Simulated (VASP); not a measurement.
# I (Cmce) in VASP: a series of runs

Aim: see how the results for I move with the level of theory and the settings. Levels: PBEsol, PBE-based screened hybrid with 25 % exact exchange. Tasks: single point.

All numbers are computed with VASP 6.6.1; they aren't measurements. Logs are shortened: lines on timing, memory, paths and dates and some standing lists are left out, and cuts for length are marked.

**1. The cell of the first run**

The structure is orthorhombic, space group Cmce (No. 64). The conventional cell has a = 7.366 Å, b = 4.853 Å, c = 9.922 Å, α = 90.00°, β = 90.00°, γ = 90.00°. I (site symmetry m) has 3 I at 2.71 to 3.61 Å within 3.7 Å.

**2. Single point, PBEsol (44.34 Å³/atom)**

INCAR reads:

```
PREC = Accurate ; ENCUT = 520
EDIFF = 1E-6 ; ISMEAR = -1
SIGMA = 0.05 ; LREAL = F
LASPH = T ; NELM = 80
ALGO = Normal ; ISIF = 2
LWAVE = F ; LCHARG = F
GGA = PS ; NBANDS = 22
```

KPOINTS reads:

```
Automatic mesh
0
Gamma
  7 7 3
```

POSCAR reads:

```
I
1.0
    3.6828698935     -2.4265370353      0.0000000000
    3.6828698935      2.4265370353      0.0000000000
    0.0000000000      0.0000000000      9.9223158317
I
4
Direct
    0.6493000000      0.3507000000      0.3844000000
    0.1493000000      0.8507000000      0.1156000000
    0.3507000000      0.6493000000      0.6156000000
    0.8507000000      0.1493000000      0.8844000000
```

Potentials or basis: VASP PAW PBE potentials, release 64 (I).

Launch:

```console
$ cat potpaw_PBE.64/I/POTCAR > POTCAR
$ mpirun -np 1 vasp_std > vasp.out
```

OUTCAR:

```text
PREC = Accurate
   ENCUT = 520
   EDIFF = 1E-6
   ISMEAR = -1
   LREAL = F
   LASPH = T
   NELM = 80
   ISIF = 2
   GGA = PS

 ion  position               nearest neighbor table
   1  0.649  0.351  0.384-   3 2.71
   2  0.149  0.851  0.116-   4 2.71
   3  0.351  0.649  0.616-   1 2.71
   4  0.851  0.149  0.884-   2 2.71

  LATTYP: Found a base centered orthorhombic cell.
 ALAT       =     4.8530740706
 B/A-ratio  =     1.5177472422
 C/A-ratio  =     2.0445424256

  Lattice vectors:

 A1 = (  -3.6828698935,  -2.4265370353,   0.0000000000)
 A2 = (   3.6828698935,  -2.4265370353,   0.0000000000)
 A3 = (   0.0000000000,   0.0000000000,   9.9223158317)

Analysis of symmetry for initial positions (statically):
=====================================================================
 Subroutine PRICEL returns:
 Original cell was already a primitive cell.

 Routine SETGRP: Setting up the symmetry group for a
 base centered orthorhombic supercell.

 Subroutine GETGRP returns: Found  8 space group operations
 (whereof  4 operations were pure point group operations)
 out of a pool of  8 trial point group operations.

The static configuration has the point symmetry C_2h.
 The point group associated with its full space group is D_2h.

Analysis of symmetry for dynamics (positions and initial velocities):
=====================================================================
 Subroutine PRICEL returns:
 Original cell was already a primitive cell.

 Routine SETGRP: Setting up the symmetry group for a
 base centered orthorhombic supercell.

 Subroutine GETGRP returns: Found  8 space group operations
 (whereof  4 operations were pure point group operations)
 out of a pool of  8 trial point group operations.

The dynamic configuration has the point symmetry C_2h.
 The point group associated with its full space group is D_2h.

 Subroutine INISYM returns: Found  8 space group operations
 (whereof  4 operations are pure point group operations),
 and found     1 'primitive' translations

----------------------------------------------------------------------------------------

                                     Primitive cell

  volume of cell :     177.3439

  direct lattice vectors                    reciprocal lattice vectors
     3.682869893 -2.426537035  0.000000000     0.135763688 -0.206054963  0.000000000
     3.682869893  2.426537035  0.000000000     0.135763688  0.206054963  0.000000000
     0.000000000  0.000000000  9.922315832     0.000000000  0.000000000  0.100782924

  length of vectors
     4.410398240  4.410398240  9.922315832     0.246759857  0.246759857  0.100782924

  position of ions in fractional coordinates (direct lattice)
     0.649300000  0.350700000  0.384400000
     0.149300000  0.850700000  0.115600000
     0.350700000  0.649300000  0.615600000
     0.850700000  0.149300000  0.884400000

  ion indices of the primitive-cell ions
   primitive index   ion index
                 1           1
                 2           2
                 3           3
                 4           4

----------------------------------------------------------------------------------------

 KPOINTS: Automatic mesh

Automatic generation of k-mesh.
 Grid dimensions read from file:
 generate k-points for:    7    7    3

 Generating k-lattice:

  Cartesian coordinates                     Fractional coordinates (reciprocal lattice)
     0.019394813 -0.029436423  0.000000000     0.142857143 -0.000000000  0.000000000
     0.019394813  0.029436423  0.000000000    -0.000000000  0.142857143  0.000000000
     0.000000000  0.000000000  0.033594308     0.000000000  0.000000000  0.333333333

  Length of vectors
     0.035251408  0.035251408  0.033594308

  Shift w.r.t. Gamma in fractional coordinates (k-lattice)
     0.000000000  0.000000000  0.000000000

 Subroutine IBZKPT returns following result:
 ===========================================

 Found     32 irreducible k-points:

 Following reciprocal coordinates:
            Coordinates               Weight
  0.000000  0.000000  0.000000      1.000000
  0.142857  0.000000  0.000000      4.000000
  0.285714 -0.000000  0.000000      4.000000
  0.428571  0.000000  0.000000      4.000000
  0.142857  0.142857  0.000000      2.000000
  0.285714  0.142857  0.000000      4.000000
[... 16 lines left out ...]
  0.428571  0.142857  0.333333      8.000000
 -0.428571  0.142857  0.333333      8.000000
 [... further k-points ...]
   k-points           NKPTS =     32   k-points in BZ     NKDIM =     32   number of bands    NBANDS=     22
   number of dos      NEDOS =    301   number of ions     NIONS =      4
   total plane-waves  NPLWV = 103680
   dimension x,y,z NGX =    36 NGY =   36 NGZ =   80
   dimension x,y,z NGXF=    72 NGYF=   72 NGZF=  160
   ions per type =               4
   NGX,Y,Z   is equivalent  to a cutoff of  13.57, 13.57, 13.40 a.u.
   NGXF,Y,Z  is equivalent  to a cutoff of  27.14, 27.14, 26.81 a.u.
 SYSTEM =  unknown system
   PREC   = accura    normal or accurate (medium, high low for compatibility)
   ISTART =      0    job   : 0-new  1-cont  2-samecut
   ICHARG =      2    charge: 1-file 2-atom 10-const
   ISPIN  =      1    spin polarized calculation?
   LNONCOLLINEAR =      F non collinear calculations
   LSORBIT =      F    spin-orbit coupling
   LASPH  =      T    aspherical Exc in radial PAW
   ENCUT  =  520.0 eV  38.22 Ry    6.18 a.u.   8.20  8.20 18.45*2*pi/ulx,y,z
   NELM   =     80;   NELMIN=  2; NELMDL= -5     # of ELM steps
   EDIFF  = 0.1E-05   stopping-criterion for ELM
   LREAL  =      F    real-space projection
   EDIFFG = 0.1E-04   stopping-criterion for IOM
   NSW    =      0    number of steps for IOM
   IBRION =     -1    ionic relax: 0-MD 1-quasi-New 2-CG
   NFREE  =      0    steps in history (QN), initial steepest desc. (CG)
   ISIF   =      2    stress and relaxation
   ISYM   =      2    0-nonsym 1-usesym 2-fastsym
   POTIM  = 0.5000    time-step for ionic-motion
   TEBEG  =    0.0;   TEEND  =   0.0 temperature during run
   PSTRESS=    0.0 pullay stress
   NELECT =      28.0000    total number of electrons
   NUPDOWN=      -1.0000    fix difference up-down
   EMIN   =  10.00;   EMAX   =-10.00  energy-range for DOS
   EFERMI =   0.00;   METHOD = LEGACY
   ISMEAR =    -1;   SIGMA  =   0.05  broadening in eV -4-tet -1-fermi 0-gaus
   EFERMI_NEDOS =   21; number of points for ismear=-14 and -15
   IALGO  =     38    algorithm
   IMIX   =      4    mixing-type and parameters
     AMIX     =   0.40;   BMIX     =  1.00
     AMIX_MAG =   1.60;   BMIX_MAG =  1.00
  volume/ion in A,a.u.               =      44.34       299.19
  Fermi-wavevector in a.u.,A,eV,Ry     =   0.884821  1.672069 10.652111  0.782908
  Thomas-Fermi vector in A             =   2.005772
   LORBIT       =      0    0 simple, 1 ext, 2 COOP (PROOUT), +10 PAW based schemes
   GGA     = PS    functional components
   LHFCALC =     F    Hartree Fock is set to
   AEXX    =    0.0000 exact exchange contribution
   IVDW    =     0    specifies the selected vdW correction
   LEPSILON=     F    determine dielectric tensor
   LRPA    =     F    only Hartree local field effects (RPA)
 non-spin polarized calculation
  energy-cutoff  :      520.00
  volume of cell :      177.34
 maximum number of plane-waves:      4791
 NGX is ok and might be reduce to    36
   NGX = 17   NGY = 17   NGZ = 37

 number of electron      28.0000001 magnetization

 Free energy of the ion-electron system (eV)
  ---------------------------------------------------
  ext. energy  EPLUGINS =         0.00000000
  ---------------------------------------------------
  free energy    TOTEN  =        -6.81364292 eV

  energy without entropy =       -6.81364152  energy(sigma->0) =       -6.81364222

 E-fermi :   2.6228     XC(G=0):  -8.0330

 val. band max:        2.0206190939   @ k =   0.0000   0.0000   0.0000
 cond. band min:       3.2241570083   @ k =   0.4286   0.4286   0.0000
 fundamental gap:      1.2035379145
 Fermi energy:         2.6227724714

 k-point     1 :       0.0000    0.0000    0.0000
  band No.  band energies     occupation
      1     -11.3877      2.00000
      2     -10.9596      2.00000
      3      -9.4412      2.00000
      4      -8.5882      2.00000
      5      -2.3626      2.00000
      6      -1.1080      2.00000
[... 14 lines left out ...]
     21       9.2239      0.00000
     22       9.4811      0.00000

 k-point     2 :       0.1429    0.0000    0.0000
  band No.  band energies     occupation
      1     -11.3303      2.00000
      2     -10.9375      2.00000
      3      -9.3977      2.00000
      4      -8.6332      2.00000
      5      -2.3518      2.00000
      6      -1.2547      2.00000
[... 14 lines left out ...]
     21       9.0408      0.00000
     22       9.3514      0.00000

 k-point     3 :       0.2857   -0.0000    0.0000
  band No.  band energies     occupation
      1     -11.1824      2.00000
      2     -10.8984      2.00000
      3      -9.2810      2.00000
      4      -8.7601      2.00000
      5      -2.3593      2.00000
      6      -1.6862      2.00000
[... 14 lines left out ...]
     21       9.3494      0.00000
     22       9.9732      0.00000
[... 476 lines left out ...]
 k-point    23 :       0.4286    0.1429    0.3333
  band No.  band energies     occupation
      1     -11.0424      2.00000
      2     -10.9227      2.00000
      3      -9.0899      2.00000
      4      -8.8744      2.00000
      5      -2.1658      2.00000
      6      -1.8620      2.00000
[... 14 lines left out ...]
     21       9.2680      0.00000
     22       9.5972      0.00000

 k-point    24 :      -0.4286    0.1429    0.3333
  band No.  band energies     occupation
      1     -10.9507      2.00000
      2     -10.9226      2.00000
      3      -9.0412      2.00000
      4      -8.9939      2.00000
      5      -2.1254      2.00000
      6      -2.0541      2.00000
[... 14 lines left out ...]
     21       9.9447      0.00000
     22      10.3372      0.00000

 [... further k-points ...]

------------------------ aborting loop because EDIFF is reached ----------------------------------------

  FORCE on cell =-STRESS in cart. coord.  units (eV):
  Direction    XX          YY          ZZ          XY          YZ          ZX
  --------------------------------------------------------------------------------------
  -------------------------------------------------------------------------------------
  Total       -0.1331762     -1.3619190     -1.1575279      0.0000000      0.0000000      0.0000000
  in kB       -1.2031527    -12.3039769    -10.4574474      0.0000000      0.0000000      0.0000000
  external PRESSURE =      -7.9881923 kB  Pullay stress =       0.0000000 kB

 VOLUME and BASIS-vectors are now :
 -----------------------------------------------------------------------------
  energy-cutoff  :      520.00
  volume of cell :      177.34
      direct lattice vectors                 reciprocal lattice vectors
     3.682869893 -2.426537035  0.000000000     0.135763688 -0.206054963  0.000000000
     3.682869893  2.426537035  0.000000000     0.135763688  0.206054963  0.000000000
     0.000000000  0.000000000  9.922315832     0.000000000  0.000000000  0.100782924

 POSITION                                       TOTAL-FORCE (eV/Angst)
 -----------------------------------------------------------------------------------
      3.68287     -0.72456      3.81414         0.000000     -0.134935     -0.417242
      3.68287      1.70197      1.14702         0.000000     -0.134935      0.417242
      3.68287      0.72456      6.10818         0.000000      0.134935      0.417242
      3.68287     -1.70197      8.77530         0.000000      0.134935     -0.417242
 -----------------------------------------------------------------------------------
    total drift:                               -0.000000     -0.000000     -0.000000

  FREE ENERGIE OF THE ION-ELECTRON SYSTEM (eV)
  ---------------------------------------------------
  free  energy   TOTEN  =        -6.8136429162 eV

  energy  without entropy=       -6.8136415180  energy(sigma->0) =       -6.81364222
```

It took 81 s on 1 thread of Intel Xeon Platinum 8559C (Emerald Rapids), shared host; peak memory 0.33 GiB.

Results:

```
Free energy            : -6.8136 eV
Pressure               : -0.8 GPa
Largest force          : 0.439 eV/Å
Band gap on the k mesh : 1.20 eV (least direct gap 1.27 eV)
```

Forces in eV/Å, atoms in the order of the input:
```
I    0.000 -0.135 -0.417
I    0.000 -0.135  0.417
I    0.000  0.135  0.417
I    0.000  0.135 -0.417
```

Levels at points of the mesh, in eV from the valence-band top:
```tsv
k point	band 10	band 11	band 12	band 13	band 14	band 15	band 16	band 17	band 18	band 19
(0.00, 0.00, 0.00)	-1.08	-1.07	-0.51	-0.07	0.00	1.27	2.09	5.10	5.26	5.38
```

Caveat: this functional lacks dispersion, which holds the molecules together, so the pressure and a relaxed volume are unreliable; the PAW data sets were made with another functional, which shifts forces and pressure a little; spin-orbit coupling is left out, which moves the levels of the heavy elements. A k mesh can miss the band edges.

(Continued in part 2 of 2.)
